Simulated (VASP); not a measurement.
## Ge: single point with LDA

Ge:

```
Ge
1.0
     0.00000    2.66281    2.66281
     2.66281    0.00000    2.66281
     2.66281    2.66281    0.00000
Ge
2
Cartesian
  -0.6657 -0.6657 -0.6657
  0.6657 0.6657 0.6657
```

This cell differs from its parent crystal: volume scaled by 0.85.

- Program: VASP 6.6.1
- Task: single point
- Functional: LDA
- Potentials or basis: VASP PAW LDA potentials, release 64 (Ge_d)
- Cutoff: 500 eV
- k mesh: 13 × 13 × 13
- Occupations: fermi-dirac, width 0.05 eV
- Spin: no spin polarisation
- Dipole correction: no
- Further INCAR settings: ALGO = Normal; EDIFF = 1e-06; NBANDS = 21

```json
{
 "Pressure": "17.4 GPa",
 "Band gap on the k mesh": "0.21 eV, indirect (least direct gap 1.61 eV)"
}
```

Levels at points of the mesh, in eV from the valence-band top:
```
           k point  band 12  band 13  band 14  band 15  band 16  band 17
(0.00, 0.00, 0.00)     0.00     0.00     0.00     1.61     2.58     2.58
```

It took 25 s on 1 thread of AMD EPYC 9R45 96-Core Processor (Zen 5) (shared host), peak memory 0.14 GiB.

 A k mesh can miss the band edges.
